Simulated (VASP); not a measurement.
# Al4Co (I4/mmm) in VASP: single point with PBE

Aim: the single point of Al4Co with PBE.

Program: VASP 6.6.1. These are calculated values, not measurements. Logs are shortened: lines on timing, memory, paths and dates and some standing lists are left out, and cuts for length are marked.

**1. The cell of the first run**

Symmetry: I4/mmm, No. 139, tetragonal system. The conventional cell has a = 3.962 Å, b = 3.962 Å, c = 11.046 Å, α = 90.00°, β = 90.00°, γ = 90.00°. Al (site symmetry 2mm) has 2 Co at 2.42 Å and 6 Al at 2.76 to 2.80 Å within 3.2 Å. Co (site symmetry 4/mmm) has 8 Al at 2.42 Å within 3.2 Å.

**2. Single point, PBE, collinear spin, ferromagnetic start**

The input, INCAR:

```
  PREC = Accurate
  ENCUT = 520
  EDIFF = 1E-7
  ISMEAR = 0
  SIGMA = 0.2
  LREAL = False
  LASPH = True
  NELM = 150
  ALGO = Fast
  ISIF = 2
  LWAVE = False
  LCHARG = True
  ISPIN = 2
  MAGMOM = 0 0 0 0 3
  LORBIT = 11
  LMAXMIX = 4
  GGA = PE
  LELF = True
  LVHAR = True
  NBANDS = 22
```

The input, KPOINTS:

```
regular mesh
0
Gamma
  5 5 5
```

The input, POSCAR:

```
Al4Co
1.0
   -1.9808985565      1.9808985565      5.5230174427
    1.9808985565     -1.9808985565      5.5230174427
    1.9808985565      1.9808985565     -5.5230174427
Al Co
4 1
Direct
    0.6252069105      0.1252069105      0.5000000000
    0.1252069105      0.6252069105      0.5000000000
    0.3747930895      0.8747930895      0.5000000000
    0.8747930895      0.3747930895      0.5000000000
    0.5000000000      0.5000000000      0.0000000000
```

Potentials or basis: VASP PAW PBE potentials, release 64 (Al, Co).

Launch:

```console
$ cat potpaw_PBE.64/Al/POTCAR potpaw_PBE.64/Co/POTCAR > POTCAR
$ mpirun -np 1 vasp_std > vasp.out
```

OUTCAR:

```text
PREC = Accurate
   ENCUT = 520
   EDIFF = 1E-7
   ISMEAR = 0
   LREAL = False
   LASPH = True
   NELM = 150
   ISIF = 2
   ISPIN = 2
   LORBIT = 11
   GGA = PE

 ion  position               nearest neighbor table
   1  0.625  0.125  0.500-   5 2.42   5 2.42   4 2.76   3 2.77   2 2.80   2 2.80   2 2.80   2 2.80

   2  0.125  0.625  0.500-   5 2.42   5 2.42   3 2.76   4 2.77   1 2.80   1 2.80   1 2.80   1 2.80

   3  0.375  0.875  0.500-   5 2.42   5 2.42   2 2.76   1 2.77   4 2.80   4 2.80   4 2.80   4 2.80

   4  0.875  0.375  0.500-   5 2.42   5 2.42   1 2.76   2 2.77   3 2.80   3 2.80   3 2.80   3 2.80

   5  0.500  0.500  0.000-   2 2.42   1 2.42   3 2.42   4 2.42   1 2.42   2 2.42   3 2.42   4 2.42

  LATTYP: Found a body centered tetragonal cell.
 ALAT       =     3.9617971130
 C/A-ratio  =     2.7881374463

  Lattice vectors:

 A1 = (  -1.9808985565,   1.9808985565,   5.5230174427)
 A2 = (   1.9808985565,  -1.9808985565,   5.5230174427)
 A3 = (   1.9808985565,   1.9808985565,  -5.5230174427)

Analysis of symmetry for initial positions (statically):
=====================================================================
 Subroutine PRICEL returns:
 Original cell was already a primitive cell.

 Routine SETGRP: Setting up the symmetry group for a
 body centered tetragonal supercell.

 Subroutine GETGRP returns: Found 16 space group operations
 (whereof 16 operations were pure point group operations)
 out of a pool of 16 trial point group operations.

The static configuration has the point symmetry D_4h.

Analysis of symmetry for dynamics (positions and initial velocities):
=====================================================================
 Subroutine PRICEL returns:
 Original cell was already a primitive cell.

 Routine SETGRP: Setting up the symmetry group for a
 body centered tetragonal supercell.

 Subroutine GETGRP returns: Found 16 space group operations
 (whereof 16 operations were pure point group operations)
 out of a pool of 16 trial point group operations.

The dynamic configuration has the point symmetry D_4h.

Analysis of structural, dynamic, and magnetic symmetry:
=====================================================================
 Subroutine PRICEL returns:
 Original cell was already a primitive cell.

 Routine SETGRP: Setting up the symmetry group for a
 body centered tetragonal supercell.
[... 133 lines left out ...]
   LEPSILON=     F    determine dielectric tensor
   LRPA    =     F    only Hartree local field effects (RPA)
 spin polarized calculation
 RMM-DIIS sequential band-by-band and
 Gauss-broadening in eV      SIGMA  =   0.20
  energy-cutoff  :      520.00
  volume of cell :       86.69
 maximum number of plane-waves:      2389
 NGX is ok and might be reduce to    48
   NGX = 23   NGY = 23   NGZ = 23

 number of electron      21.0000002 magnetization       0.0041769

 number of electron      21.0000002 magnetization      -0.0006323

 Free energy of the ion-electron system (eV)
  ---------------------------------------------------
  ext. energy  EPLUGINS =         0.00000000
  ---------------------------------------------------
  free energy    TOTEN  =       -22.37354634 eV

  energy without entropy =      -22.31151800  energy(sigma->0) =      -22.34253217

 E-fermi :   6.3932     XC(G=0): -10.0217

 val. band max:        6.3825168801   @ k =  -0.4000   0.4000   0.0000
 cond. band min:       6.4380828696   @ k =  -0.2000   0.4000   0.2000
 fundamental gap:      0.0555659895
 Fermi energy:         6.3932470971

 spin component 1

 k-point     1 :       0.0000    0.0000    0.0000
  band No.  band energies     occupation
      1      -3.1435      1.00000
      2       1.1868      1.00000
      3       2.0018      1.00000
      4       3.2652      1.00000
      5       4.2801      1.00000
      6       4.2801      1.00000
[... 439 lines left out ...]
     21      15.1507      0.00000
     22      15.1736      0.00000
 Fermi energy:         6.3932470971

 spin component 2

 k-point     1 :       0.0000    0.0000    0.0000
  band No.  band energies     occupation
      1      -3.1436      1.00000
      2       1.1868      1.00000
      3       2.0017      1.00000
      4       3.2650      1.00000
      5       4.2799      1.00000
      6       4.2799      1.00000
[... 439 lines left out ...]
     21      14.9830      0.00000
     22      15.1736      0.00000

------------------------ aborting loop because EDIFF is reached ----------------------------------------

  FORCE on cell =-STRESS in cart. coord.  units (eV):
  Direction    XX          YY          ZZ          XY          YZ          ZX
  --------------------------------------------------------------------------------------
  -------------------------------------------------------------------------------------
  Total        0.0178156      0.0178156      0.0550644      0.0000000      0.0000000      0.0000000
  in kB        0.3292689      0.3292689      1.0177022      0.0000000      0.0000000      0.0000000
  external PRESSURE =       0.5587467 kB  Pullay stress =       0.0000000 kB

 VOLUME and BASIS-vectors are now :
 -----------------------------------------------------------------------------
  energy-cutoff  :      520.00
  volume of cell :       86.69
      direct lattice vectors                 reciprocal lattice vectors
    -1.980898556  1.980898556  5.523017443     0.000000000  0.252410704  0.090530223
     1.980898556 -1.980898556  5.523017443     0.252410704  0.000000000  0.090530223
     1.980898556  1.980898556 -5.523017443     0.252410704  0.252410704  0.000000000

 POSITION                                       TOTAL-FORCE (eV/Angst)
 -----------------------------------------------------------------------------------
      0.00000      1.98090      1.38304        -0.000000     -0.000000      0.062910
      1.98090      0.00000      1.38304         0.000000      0.000000      0.062910
      1.98090      0.00000      4.13998        -0.000000     -0.000000     -0.062910
      0.00000      1.98090      4.13998         0.000000      0.000000     -0.062910
      0.00000      0.00000      5.52302         0.000000      0.000000     -0.000000
 -----------------------------------------------------------------------------------
    total drift:                                0.000000     -0.000000      0.000000

  FREE ENERGIE OF THE ION-ELECTRON SYSTEM (eV)
  ---------------------------------------------------
  free  energy   TOTEN  =       -22.3735463380 eV

  energy  without entropy=      -22.3115180016  energy(sigma->0) =      -22.34253217

 total charge

# of ion       s       p       d       tot
------------------------------------------
    1        0.439   0.356   0.000   0.795
    2        0.439   0.356   0.000   0.795
    3        0.439   0.356   0.000   0.795
    4        0.439   0.356   0.000   0.795
    5        0.520   0.521   7.530   8.570
--------------------------------------------------
tot          2.275   1.943   7.530  11.748

 magnetization (x)

# of ion       s       p       d       tot
------------------------------------------
    1       -0.000  -0.000   0.000  -0.000
    2       -0.000  -0.000   0.000  -0.000
    3       -0.000  -0.000   0.000  -0.000
    4       -0.000  -0.000   0.000  -0.000
    5       -0.000  -0.000  -0.000  -0.000
--------------------------------------------------
tot         -0.000  -0.000  -0.000  -0.000
```

OSZICAR:

```text
N       E                     dE             d eps       ncg     rms          rms(c)
DAV:   1     0.660013427417E+02    0.66001E+02   -0.80542E+03  1584   0.839E+02
DAV:   2    -0.191281939849E+02   -0.85130E+02   -0.77983E+02  1686   0.163E+02
DAV:   3    -0.231451428824E+02   -0.40169E+01   -0.39335E+01  1986   0.402E+01
DAV:   4    -0.232229633688E+02   -0.77820E-01   -0.77755E-01  1980   0.544E+00
DAV:   5    -0.232257929183E+02   -0.28295E-02   -0.28294E-02  2006   0.107E+00    0.143E+01
RMM:   6    -0.316255084733E+02   -0.83997E+01   -0.32153E+01  1898   0.488E+01    0.265E+01
RMM:   7    -0.226649510220E+02    0.89606E+01   -0.93306E+00  1596   0.282E+01    0.566E+00
RMM:   8    -0.223796677559E+02    0.28528E+00   -0.10314E+00  1626   0.603E+00    0.250E+00
RMM:   9    -0.223709735254E+02    0.86942E-02   -0.25007E-01  1767   0.417E+00    0.831E-01
RMM:  10    -0.223728888121E+02   -0.19153E-02   -0.48834E-02  1872   0.121E+00    0.642E-01
RMM:  11    -0.223730754485E+02   -0.18664E-03   -0.11927E-02  1955   0.905E-01    0.276E-01
RMM:  12    -0.223734841937E+02   -0.40875E-03   -0.37598E-03  2018   0.283E-01    0.168E-01
RMM:  13    -0.223735939459E+02   -0.10975E-03   -0.63193E-04  2139   0.155E-01    0.127E-01
RMM:  14    -0.223735310076E+02    0.62938E-04   -0.28023E-04  1913   0.125E-01    0.355E-02
RMM:  15    -0.223735455037E+02   -0.14496E-04   -0.78029E-05  2217   0.453E-02    0.204E-02
RMM:  16    -0.223735461601E+02   -0.65639E-06   -0.13946E-05  2169   0.201E-02    0.752E-03
RMM:  17    -0.223735462841E+02   -0.12396E-06   -0.33116E-06  2095   0.917E-03    0.372E-03
RMM:  18    -0.223735463380E+02   -0.53930E-07   -0.81577E-07  1698   0.423E-03
   1 F= -.22373546E+02 E0= -.22342532E+02  d E =-.620283E-01  mag=    -0.0003
```

stdout:

```text
POSCAR found type information on POSCAR AlCo
 POSCAR found :  2 types and       5 ions
 scaLAPACK will be used
 LDA part: xc-table for (Slater+PW92), standard interpolation
 POSCAR, INCAR and KPOINTS ok, starting setup
 FFT: planning ... GRIDC
 FFT: planning ... GRID_SOFT
 FFT: planning ... GRID
 WAVECAR not read
 entering main loop
```

Run time: 1.9 min. Hardware: 1 thread of Intel Xeon Platinum 8488C (Sapphire Rapids), shared host; peak memory 0.41 GiB.

What came out:

```
Free energy                                           : -22.3735 eV
Pressure                                              : 0.1 GPa
Largest force                                         : 0.063 eV/Å
Net moment                                            : 0.00 μB per cell
Valence electrons inside the program's atomic spheres : Al 0.80; Co 8.57
```

Forces on the atoms (eV/Å):
```
Al   0.000  0.000  0.063
Al   0.000  0.000  0.063
Al   0.000  0.000 -0.063
Al   0.000  0.000 -0.063
Co   0.000  0.000  0.000
```

Caveat: the k points lie up to 0.45 Å⁻¹ apart; the starting moments collapsed, and a magnetic state may lie lower.
